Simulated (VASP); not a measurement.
# MoH6 in VASP: further runs

Runs on MoH6. Level: PBE. Tasks: single point.

All numbers are computed with VASP 6.6.1; they aren't measurements. Logs are shortened: lines on timing, memory, paths and dates and some standing lists are left out, and cuts for length are marked.

## 1. The cell of the first run

The structure is monoclinic, space group C2/m (No. 12). Conventional cell: a = 4.263 Å, b = 4.389 Å, c = 4.269 Å, α = 90.00°, β = 91.30°, γ = 90.00°. Within 2.4 Å of H (site symmetry 1) lie 10 H at 1.83 to 2.21 Å and 2 Mo at 1.87 Å. H (site symmetry 2/m) has 8 H at 1.86 to 1.88 Å and 4 Mo at 2.13 to 2.19 Å within 2.5 Å. Within 2.4 Å of H (site symmetry 2/m) lie 8 H at 1.83 to 1.89 Å and 2 Mo at 2.13 Å. Mo (site symmetry 2/m) has 14 H at 1.87 to 2.19 Å within 2.5 Å.

## 2. Single point, PBE

File INCAR:

```
SYSTEM = MoH6
PREC     = Accurate       ! precision mode
ENCUT    = 500            ! plane-wave cutoff, eV
EDIFF    = 1E-6           ! SCF threshold, eV
ISMEAR   = 0              ! smearing method
SIGMA    = 0.15           ! smearing width, eV
LREAL    = .False.        ! projectors in reciprocal space
LASPH    = .True.         ! aspherical terms in the spheres
NELM     = 120            ! most SCF steps
ALGO     = Normal         ! electronic algorithm
ISIF     = 2              ! what is computed and relaxed
LWAVE    = .False.        ! write WAVECAR
LCHARG   = .False.        ! write CHGCAR
GGA      = PE             ! functional
NBANDS   = 19             ! bands
GGA_COMPAT= .False.
```

File KPOINTS:

```
regular mesh
0
Gamma
  3 3 3
  0 0 0
```

File POSCAR:

```
MoH6
1.0
    2.0634712784     -2.1943383700     -0.5332713628
    2.0634712784      2.1943383700     -0.5332713628
   -2.9650396480      0.0000000000      5.1744107360
H Mo
6 1
Direct
    0.7463884841      0.2433241805      0.7523831915
    0.7566758195      0.2536115159      0.2476168085
    0.2536115159      0.7566758195      0.2476168085
    0.2433241805      0.7463884841      0.7523831915
    0.5000000000      0.5000000000      0.5000000000
    0.5000000000      0.5000000000      0.0000000000
    0.0000000000      0.0000000000      0.5000000000
```

Potentials or basis: VASP PAW PBE potentials, release 64 (H, Mo_sv).

On the command line:

```console
$ cat potpaw_PBE.64/H/POTCAR potpaw_PBE.64/Mo_sv/POTCAR > POTCAR
$ mpirun -np 1 vasp_std > vasp.out
```

OUTCAR:

```text
SYSTEM = MoH6
   PREC = Accurate
   ENCUT = 500
   EDIFF = 1E-6
   ISMEAR = 0
   LREAL = .False.
   LASPH = .True.
   NELM = 120
   ISIF = 2
   GGA = PE

 ion  position               nearest neighbor table
   1  0.746  0.243  0.752-   7 1.87   7 1.87
   2  0.757  0.254  0.248-   7 1.87   7 1.87
   3  0.254  0.757  0.248-   7 1.87   7 1.87
   4  0.243  0.746  0.752-   7 1.87   7 1.87
   5  0.500  0.500  0.500-   7 2.13   7 2.13
   6  0.500  0.500  0.000-   7 2.13   7 2.13
   7  0.000  0.000  0.500-   1 1.87   4 1.87   2 1.87   3 1.87   3 1.87   4 1.87   1 1.87   2 1.87
                             5 2.13   5 2.13   6 2.13   6 2.13

  Warning from LATTYP: Got some problem with cell dimensions!
  Tried to take original basis but could not verify dimensions!
  LATTYP: Found a base centered monoclinic cell.
 ALAT       =     4.2625307333
 B/A-ratio  =     1.0295941577
 C/A-ratio  =     1.0015242166
 COS(beta)  =    -0.0227451204

  Lattice vectors:

 A1 = (  -2.0634712784,   2.1943383700,   0.5332713628)
 A2 = (  -2.0634712784,  -2.1943383700,   0.5332713628)
 A3 = (   1.1619029088,   0.0000000000,   4.1078680104)

Analysis of symmetry for initial positions (statically):
=====================================================================
 Subroutine PRICEL returns:
 Original cell was already a primitive cell.

 Routine SETGRP: Setting up the symmetry group for a
 base centered monoclinic supercell.

 Subroutine GETGRP returns: Found  4 space group operations
 (whereof  4 operations were pure point group operations)
 out of a pool of  4 trial point group operations.

The static configuration has the point symmetry C_2h.

Analysis of symmetry for dynamics (positions and initial velocities):
=====================================================================
 Subroutine PRICEL returns:
 Original cell was already a primitive cell.

 Routine SETGRP: Setting up the symmetry group for a
 base centered monoclinic supercell.

 Subroutine GETGRP returns: Found  4 space group operations
 (whereof  4 operations were pure point group operations)
 out of a pool of  4 trial point group operations.

The dynamic configuration has the point symmetry C_2h.

 Subroutine INISYM returns: Found  4 space group operations
 (whereof  4 operations are pure point group operations),
 and found     1 'primitive' translations

----------------------------------------------------------------------------------------

[... 93 lines left out ...]
   ISIF   =      2    stress and relaxation
   ISYM   =      2    0-nonsym 1-usesym 2-fastsym
   POTIM  = 0.5000    time-step for ionic-motion
   TEBEG  =    0.0;   TEEND  =   0.0 temperature during run
   PSTRESS=    0.0 pullay stress
   NELECT =      20.0000    total number of electrons
   NUPDOWN=      -1.0000    fix difference up-down
   EMIN   =  10.00;   EMAX   =-10.00  energy-range for DOS
   EFERMI =   0.00;   METHOD = LEGACY
   ISMEAR =     0;   SIGMA  =   0.15  broadening in eV -4-tet -1-fermi 0-gaus
   EFERMI_NEDOS =   21; number of points for ismear=-14 and -15
   IALGO  =     38    algorithm
   IMIX   =      4    mixing-type and parameters
     AMIX     =   0.40;   BMIX     =  1.00
     AMIX_MAG =   1.60;   BMIX_MAG =  1.00
  volume/ion in A,a.u.               =       5.70        38.48
  Fermi-wavevector in a.u.,A,eV,Ry     =   1.300236  2.457090 23.002202  1.690614
  Thomas-Fermi vector in A             =   2.431448
   LORBIT       =      0    0 simple, 1 ext, 2 COOP (PROOUT), +10 PAW based schemes
   GGA     = PE    functional components
   LHFCALC =     F    Hartree Fock is set to
   AEXX    =    0.0000 exact exchange contribution
   IVDW    =     0    specifies the selected vdW correction
   LEPSILON=     F    determine dielectric tensor
   LRPA    =     F    only Hartree local field effects (RPA)
 non-spin polarized calculation
 Gauss-broadening in eV      SIGMA  =   0.15
  energy-cutoff  :      500.00
  volume of cell :       39.92
 maximum number of plane-waves:      1031
 NGX is ok and might be reduce to    24
   NGX = 11   NGY = 11   NGZ = 21

 number of electron      19.9999999 magnetization

 Free energy of the ion-electron system (eV)
  ---------------------------------------------------
  ext. energy  EPLUGINS =         0.00000000
  ---------------------------------------------------
  free energy    TOTEN  =       -28.37768530 eV

  energy without entropy =      -28.34130432  energy(sigma->0) =      -28.35949481

 E-fermi :   5.2220     XC(G=0): -10.8513

 val. band max:        5.0562457282   @ k =   0.0000   0.0000   0.3333
 cond. band min:       5.2276078749   @ k =   0.0000   0.0000   0.0000
 fundamental gap:      0.1713621467
 Fermi energy:         5.2220303897

 k-point     1 :       0.0000    0.0000    0.0000
  band No.  band energies     occupation
      1     -55.9635      2.00000
      2     -30.2591      2.00000
      3     -29.8515      2.00000
      4     -29.8364      2.00000
      5      -6.2482      2.00000
      6      -0.9750      2.00000
[... 197 lines left out ...]
      6      -1.1381      2.00000
[... 11 lines left out ...]
     18      17.4189      0.00000
     19      18.2070      0.00000

------------------------ aborting loop because EDIFF is reached ----------------------------------------

  FORCE on cell =-STRESS in cart. coord.  units (eV):
  Direction    XX          YY          ZZ          XY          YZ          ZX
  --------------------------------------------------------------------------------------
  -------------------------------------------------------------------------------------
  Total        0.0559502     -0.0962114      0.0349965      0.0000000      0.0000000     -0.0747445
  in kB        2.2455607     -3.8614408      1.4045828      0.0000000      0.0000000     -2.9998688
  external PRESSURE =      -0.0704324 kB  Pullay stress =       0.0000000 kB

 VOLUME and BASIS-vectors are now :
 -----------------------------------------------------------------------------
  energy-cutoff  :      500.00
  volume of cell :       39.92
      direct lattice vectors                 reciprocal lattice vectors
     2.063471278 -2.194338370 -0.533271363     0.284430894 -0.227859115  0.162984525
     2.063471278  2.194338370 -0.533271363     0.284430894  0.227859115  0.162984525
    -2.965039648  0.000000000  5.174410736     0.058626521  0.000000000  0.226852877

 POSITION                                       TOTAL-FORCE (eV/Angst)
 -----------------------------------------------------------------------------------
     -0.18860     -1.10389      3.36535         0.005834      0.000893      0.008657
      1.35051     -1.10389      0.74251        -0.005834      0.000893     -0.008657
      1.35051      1.10389      0.74251        -0.005834     -0.000893     -0.008657
     -0.18860      1.10389      3.36535         0.005834     -0.000893      0.008657
      0.58095      0.00000      2.05393        -0.000000      0.000000      0.000000
      2.06347      0.00000     -0.53327        -0.000000      0.000000      0.000000
     -1.48252      0.00000      2.58721        -0.000000      0.000000     -0.000000
 -----------------------------------------------------------------------------------
    total drift:                               -0.000000      0.000000      0.000000

  FREE ENERGIE OF THE ION-ELECTRON SYSTEM (eV)
  ---------------------------------------------------
  free  energy   TOTEN  =       -28.3776852963 eV

  energy  without entropy=      -28.3413043154  energy(sigma->0) =      -28.35949481
```

OSZICAR:

```text
N       E                     dE             d eps       ncg     rms          rms(c)
DAV:   1     0.133205874922E+03    0.13321E+03   -0.11575E+04   380   0.980E+02
DAV:   2    -0.270449318938E+02   -0.16025E+03   -0.15741E+03   453   0.290E+02
DAV:   3    -0.300384645805E+02   -0.29935E+01   -0.29712E+01   430   0.395E+01
DAV:   4    -0.300499550543E+02   -0.11490E-01   -0.11486E-01   410   0.271E+00
DAV:   5    -0.300500473465E+02   -0.92292E-04   -0.92291E-04   427   0.216E-01    0.259E+01
DAV:   6    -0.285871971359E+02    0.14629E+01   -0.98738E+00   407   0.180E+01    0.426E+00
DAV:   7    -0.283988188169E+02    0.18838E+00   -0.79285E-01   392   0.616E+00    0.425E+00
DAV:   8    -0.283758257652E+02    0.22993E-01   -0.47626E-02   416   0.143E+00    0.963E-01
DAV:   9    -0.283770904711E+02   -0.12647E-02   -0.11020E-02   392   0.699E-01    0.250E-01
DAV:  10    -0.283773698605E+02   -0.27939E-03   -0.74897E-04   395   0.184E-01    0.939E-02
DAV:  11    -0.283776447219E+02   -0.27486E-03   -0.26728E-04   383   0.830E-02    0.142E-02
DAV:  12    -0.283776823846E+02   -0.37663E-04   -0.32133E-05   416   0.320E-02    0.107E-02
DAV:  13    -0.283776851408E+02   -0.27562E-05   -0.40167E-06   395   0.104E-02    0.198E-03
DAV:  14    -0.283776852963E+02   -0.15555E-06   -0.12832E-07   314   0.203E-03
   1 F= -.28377685E+02 E0= -.28359495E+02  d E =-.363810E-01
```

stdout:

```text
POSCAR found type information on POSCAR H Mo
 POSCAR found :  2 types and       7 ions
 scaLAPACK will be used
 LDA part: xc-table for (Slater+PW92), standard interpolation
 POSCAR, INCAR and KPOINTS ok, starting setup
 FFT: planning ... GRIDC
 FFT: planning ... GRID_SOFT
 FFT: planning ... GRID
 WAVECAR not read
 entering main loop
```

It took 35 s on 1 thread of AMD EPYC 7R43 (Zen 3), shared host; peak memory 0.12 GiB.

Results:

```
Free energy   : -28.3777 eV
Pressure      : 0.0 GPa
Largest force : 0.010 eV/Å
```

Forces in eV/Å, atoms in the order of the input:
```
H    0.006  0.001  0.009
H   -0.006  0.001 -0.009
H   -0.006 -0.001 -0.009
H    0.006 -0.001  0.009
H    0.000  0.000  0.000
H    0.000  0.000  0.000
Mo   0.000  0.000  0.000
```

Levels at points of the mesh, in eV from the Fermi level:
```csv
k point,band 7,band 8,band 9,band 10,band 11,band 12,band 13,band 14
"(0.00, 0.00, 0.00)",-6.03,-4.11,0.01,0.03,1.36,1.92,4.45,5.82
```

Caveat: the k points lie up to 0.84 Å⁻¹ apart.

(Continued in part 2 of 2.)
